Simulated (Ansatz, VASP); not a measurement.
BN: VASP beside Ansatz

INCAR

```
SYSTEM = BN
  ALGO = Normal
  EDIFF = 1E-6
  ENCUT = 520
  GGA = CA
  ISIF = 2
  ISMEAR = 0
  LASPH = .TRUE.
  LCHARG = .FALSE.
  LREAL = .FALSE.
  LWAVE = .FALSE.
  NBANDS = 11
  NELM = 100
  PREC = Accurate
  SIGMA = 0.05
```

KPOINTS

```
k-points
0
G
  12 12 12
  0 0 0
```

File POSCAR:

```
BN
1.0
    0.0045325025      1.8130010000      1.8130010000
    1.8175335025      0.0000000000      1.8175335025
    1.8130010000      1.8130010000      0.0045325025
B N
1 1
Direct
    0.0000000000      0.0000000000      0.0000000000
    0.7500000000      0.7500000000      0.7500000000
```

Input for Ansatz:

```yaml
crystal:
  lattice:
    - [0.0045325025, 1.813001, 1.813001]
    - [1.8175335025, 0.0, 1.8175335025]
    - [1.813001, 1.813001, 0.0045325025]
  atoms:
    - { symbol: B, position: [0.0, 0.0, 0.0] }
    - { symbol: "N", position: [0.75, 0.75, 0.75] }
basis:
  ecutwfc: 420
kpoints:
  mp_grid: { grid: [12, 12, 12] }
hamiltonian:
  xc: lda
scf:
  occupations: { method: gaussian, width: 0.05 }
output:
  forces: true
  stress: true
  eigenvalues: true
```

Change from the starting cell: strain +0.0050 x Voigt [0, 0, 0, 0, 1, 0], atoms carried along.

Alike in both runs: task single point; functional LDA; k mesh 12 × 12 × 12; occupations gaussian, width 0.05 eV; no spin polarisation.

|  | VASP | Ansatz |
| --- | --- | --- |
| version | VASP 6.6.1 | Ansatz 0.2.0 |
| potentials or method | VASP PAW LDA potentials, release 64 (B, N), cutoff 520 eV | scalar-relativistic, plane waves, PAW |
| valence electrons in the cell | 8 | 8 |

Ansatz gave:

* gap on the k mesh at the Fermi level (eV): 4.34
* least direct gap on the mesh (eV): 8.58
* pressure (GPa): -14.2
* traceless stress, the component that is largest in VASP (GPa): -2.17
* rms of the force components (eV/Å): 0.002

Task: Estimate VASP's values.

Result: gap on the k mesh at the Fermi level (eV): 4.32; least direct gap on the mesh (eV): 8.56; pressure (GPa): -13.3; traceless stress, the component that is largest in VASP (GPa): -2.18; rms of the force components (eV/Å): 0.003.

LDA's correlation is that of Perdew and Zunger in VASP and of Perdew and Wang (1992) in Ansatz. Atom by atom the forces differ by 0.001 eV/Å (rms over components).
